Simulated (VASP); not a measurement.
Wanted: the native input for a VASP 6.6.1 run.

- Task: single point
- Functional: PBE
- Potentials or basis: VASP PAW PBE potentials, release 64 (Zn)
- Cutoff: 520 eV
- k mesh: 8 × 8 × 8
- Occupations: gaussian, width 0.1 eV
- Spin: no spin polarisation
- Dipole correction: no
- Further INCAR settings: ALGO = Fast; EDIFF = 1e-07; NBANDS = 58

The structure of Zn lies in POSCAR:

```
Zn
1.0
    0.0000000000      0.0000000000     -5.1247330872
   -5.2034465946      0.0000000000     -2.5623665436
    0.0000000000      5.2034465946     -2.5623665436
Zn
8
Direct
    0.3750000000      0.5000000000      0.0000000000
    0.8750000000      0.5000000000      0.0000000000
    0.1250000000      0.0000000000      0.5000000000
    0.6250000000      0.0000000000      0.5000000000
    0.5000000000      0.0000000000      0.0000000000
    0.0000000000      0.0000000000      0.0000000000
    0.2500000000      0.5000000000      0.5000000000
    0.7500000000      0.5000000000      0.5000000000
```

The input as run:

INCAR

```
PREC     = Accurate       # precision mode
ENCUT    = 520            # plane-wave cutoff, eV
EDIFF    = 1E-7           # SCF threshold, eV
ISMEAR   = 0              # smearing method
SIGMA    = 0.1            # smearing width, eV
LREAL    = False          # projectors in reciprocal space
LASPH    = True           # aspherical terms in the spheres
NELM     = 60             # most SCF steps
ALGO     = Fast           # electronic algorithm
ISIF     = 2              # what is computed and relaxed
LWAVE    = False          # write WAVECAR
LCHARG   = False          # write CHGCAR
GGA      = PE             # functional
NBANDS   = 58             # bands
```

KPOINTS

```
regular mesh
0
Gamma
  8 8 8
```

Potentials or basis: VASP PAW PBE potentials, release 64 (Zn).

Command:

```console
$ cat potpaw_PBE.64/Zn/POTCAR > POTCAR
$ mpirun -np 1 vasp_std > vasp.out
```

It gave:

The pressure is 0.3 GPa and the band gap on the k mesh is zero (bands 48 and 49 overlap by 4.29 eV).

Run time: 5.1 min on 1 thread of Intel(R) Xeon(R) Platinum 8559C (Emerald Rapids), with other jobs on the host, peak memory 0.47 GiB.
